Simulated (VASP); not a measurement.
Input of a VASP 6.6.1 run:

File INCAR:

```
SYSTEM = InAs
ALGO = Normal
EDIFF = 1E-6
ENCUT = 520
GGA = PE
ISIF = 2
ISMEAR = -1
LASPH = .True.
LCHARG = .False.
LREAL = .False.
LWAVE = .False.
NBANDS = 16
NELM = 60
PREC = Accurate
SIGMA = 0.08
```

File KPOINTS:

```
k-points
0
Gamma
  11 11 11
  0 0 0
```

File POSCAR:

```
InAs
1.0
    0.0000000000      2.7725545589      2.7725545589
    2.7725545589      0.0000000000      2.7725545589
    2.7725545589      2.7725545589      0.0000000000
In As
1 1
Direct
    0.0000000000      0.0000000000      0.0000000000
    0.2500000000      0.2500000000      0.2500000000
```

Potentials or basis: VASP PAW PBE potentials, release 64 (In_d, As).

Command:

```bash
$ cat potpaw_PBE.64/In_d/POTCAR potpaw_PBE.64/As/POTCAR > POTCAR
$ mpirun -np 1 vasp_std > vasp.out
```

**Question.** Estimate the pressure.

**Answer.** 34.6 GPa.

**Question.** Predict the band gap on the k mesh.

**Answer.** 1.02 eV, indirect (least direct gap 1.11 eV).

Caveat: spin-orbit coupling is left out, which moves the levels of the heavy elements. A k mesh can miss the band edges.
